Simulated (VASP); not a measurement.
Set up this calculation in VASP 6.6.1, as the native input.

| Item | Value |
| --- | --- |
| Task | single point |
| Functional | PBEsol |
| Potentials or basis | VASP PAW PBE potentials, release 64 (Cu, O) |
| Cutoff | 520 eV |
| k mesh | 9 × 9 × 5 |
| Occupations | fermi-dirac, width 0.05 eV |
| Spin | no spin polarisation |
| Dipole correction | no |
| Further INCAR settings | ALGO = Normal; EDIFF = 1e-06; NBANDS = 25 |

The structure of CuO lies in POSCAR:

```
CuO
1.0
    2.0300165018     -2.1957871937      0.0000000000
    2.0300165018      2.1957871937      0.0000000000
    0.0000000000      0.0000000000      5.2570503003
Cu O
2 2
Direct
    0.5000000000      0.0000000000      0.0000000000
    0.0000000000      0.5000000000      0.5000000000
    0.5000000000      0.5000000000      0.2500000000
    0.5000000000      0.5000000000      0.7500000000
```

The input as run:

INCAR

```
ALGO = Normal
EDIFF = 1E-6
ENCUT = 520
GGA = PS
ISIF = 2
ISMEAR = -1
LASPH = T
LCHARG = F
LREAL = F
LWAVE = F
NBANDS = 25
NELM = 100
PREC = Accurate
SIGMA = 0.05
```

KPOINTS

```
k-points
0
Gamma
  9 9 5
```

Potentials or basis: VASP PAW PBE potentials, release 64 (Cu, O).

Launch:

```bash
$ cat potpaw_PBE.64/Cu/POTCAR potpaw_PBE.64/O/POTCAR > POTCAR
$ mpirun -np 1 vasp_std > vasp.out
```

It gave:

```yaml
Pressure: -12.9 GPa
Band_gap_on_the_k_mesh: zero (bands 17 and 18 overlap by 0.82 eV)
```

Caveat: the cell stands under tension; the PAW data sets were made with another functional, which shifts forces and pressure a little; semilocal functionals often make such compounds metallic where correlation or magnetic order opens a gap, which also shifts bond lengths.

Wall time 92 s on 1 thread of Intel Xeon 8259CL (shared host), peak memory 0.21 GiB.
